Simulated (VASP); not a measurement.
Write the native input for VASP 6.6.1 that does the following.

- Task: single point
- Functional: PBE
- Potentials or basis: VASP PAW PBE potentials, release 64 (W_sv, S)
- Cutoff: 500 eV
- k mesh: 3 × 3 × 1, shifted
- Occupations: fermi-dirac, width 0.01 eV
- Spin: no spin polarisation
- Dipole correction: no
- Further INCAR settings: ALGO = Normal; EDIFF = 1e-06; NBANDS = 35

The structure of WS2 (WS2 (P6_3/mmc)) lies in POSCAR:

```
WS2
1.0
    3.1270831540     -0.0000000285      0.0000000000
   -1.5635415523      2.7081334653      0.0000000000
    0.0000000000      0.0000000000     12.1647637100
W S
2 4
Direct
    0.3341638971      0.6658361029      0.2500000000
    0.6658361029      0.3341638971      0.7500000000
    0.3339419863      0.6662449874      0.6193501716
    0.6662449874      0.3339419863      0.1193501716
    0.3337550126      0.6660580137      0.8806498284
    0.6660580137      0.3337550126      0.3806498284
```

These files were run (other wordings do the same):

INCAR

```
SYSTEM = WS2
PREC = Accurate
ENCUT = 500
EDIFF = 1E-6
ISMEAR = -1
SIGMA = 0.01
LREAL = .FALSE.
LASPH = .TRUE.
NELM = 120
ALGO = Normal
ISIF = 2
LWAVE = .FALSE.
LCHARG = .FALSE.
GGA = PE
NBANDS = 35
GGA_COMPAT = .FALSE.
```

KPOINTS

```
Automatic mesh
0
Gamma
  3 3 1
  0.25 0.25 0.25
```

Potentials or basis: VASP PAW PBE potentials, release 64 (W_sv, S).

Launch:

```bash
$ cat potpaw_PBE.64/W_sv/POTCAR potpaw_PBE.64/S/POTCAR > POTCAR
$ mpirun -np 1 vasp_std > vasp.out
```

Results of the run:

```yaml
Pressure: 5.5 GPa
Largest_force: 0.151 eV/Å
Band_gap_on_the_k_mesh: 1.89 eV, indirect (least direct gap 2.43 eV)
```

Caveat: the k points lie up to 0.77 Å⁻¹ apart; spin-orbit coupling is left out, which moves the levels of the heavy elements.

Wall time 2.5 min on 1 thread of Intel Xeon 8259CL, with other jobs on the host, peak memory 0.26 GiB.
